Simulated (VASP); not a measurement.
# SiGe2: single point with PBE

The system is SiGe2.

```
Si Ge
1.0
     4.69155    0.00000    0.00000
     0.00000    2.64653    0.00000
     0.00000    0.00000    8.65688
Si Ge
2 4
Direct
  0.75000 0.50000 0.74494
  0.25000 0.50000 0.25506
  0.75000 0.50000 0.40920
  0.25000 0.50000 0.91835
  0.25000 0.50000 0.59080
  0.75000 0.50000 0.08165
```

```json
{
  "Program": "VASP 6.6.1",
  "Task": "single point",
  "Functional": "PBE",
  "Potentials or basis": "VASP PAW PBE potentials, release 64 (Si, Ge_d)",
  "Cutoff": "520 eV",
  "k mesh": "4 × 6 × 2",
  "Occupations": "gaussian, width 0.1 eV",
  "Spin": "no spin polarisation"
}
```

- Pressure: -0.6 GPa
- Largest force: 0.199 eV/Å
- Band gap on the k mesh: zero (bands 32 and 33 overlap by 3.89 eV)

Forces on the atoms (eV/Å):
```
Si   0.000  0.000  0.091
Si   0.000  0.000 -0.091
Ge   0.000  0.000  0.036
Ge   0.000  0.000 -0.199
Ge   0.000  0.000 -0.036
Ge   0.000  0.000  0.199
```

Stress tensor (GPa, compression positive):
```
 3.25  0.00  0.00
 0.00 -3.85  0.00
 0.00  0.00 -1.18
```

Levels at points of the mesh, in eV from the Fermi level:
```
           k point  band 28  band 29  band 30  band 31  band 32  band 33  band 34  band 35  band 36  band 37
(0.00, 0.00, 0.00)    -3.98    -3.86    -3.81    -3.62     0.63     0.66     1.77     2.29     3.13     6.39
(0.50, 0.00, 0.00)    -3.65    -3.55    -3.55     1.40     1.40     3.44     3.44     3.83     3.83     4.75
(0.00, 0.50, 0.00)    -2.71    -2.55    -1.74    -1.71    -1.25    -1.23    -0.75    -0.64    -0.56    -0.34
(0.50, 0.50, 0.00)    -4.83    -3.27    -3.27    -3.20    -3.20    -0.10    -0.10     0.16     0.16     4.16
(0.00, 0.00, 0.50)    -5.34    -2.63    -2.41    -1.64    -1.06    -0.61    -0.59     4.60     4.66     6.00
(0.50, 0.00, 0.50)    -6.09     0.18     0.18     0.34     0.34     2.54     2.54     2.81     2.81     4.81
(0.00, 0.50, 0.50)    -2.46    -2.44    -2.42    -2.21    -2.18    -1.45    -1.44     1.40     1.46     1.46
(0.50, 0.50, 0.50)    -4.29    -3.86    -3.86    -2.88    -2.88    -2.31    -2.31     2.57     2.57     3.80
```

Wall time 33 s on 1 thread of Intel(R) Xeon(R) 6975P-C (Granite Rapids), on a shared host, peak memory 0.24 GiB.

Caveat: the k points lie up to 0.40 Å⁻¹ apart, too coarse for converged energies and pressures of a metal.
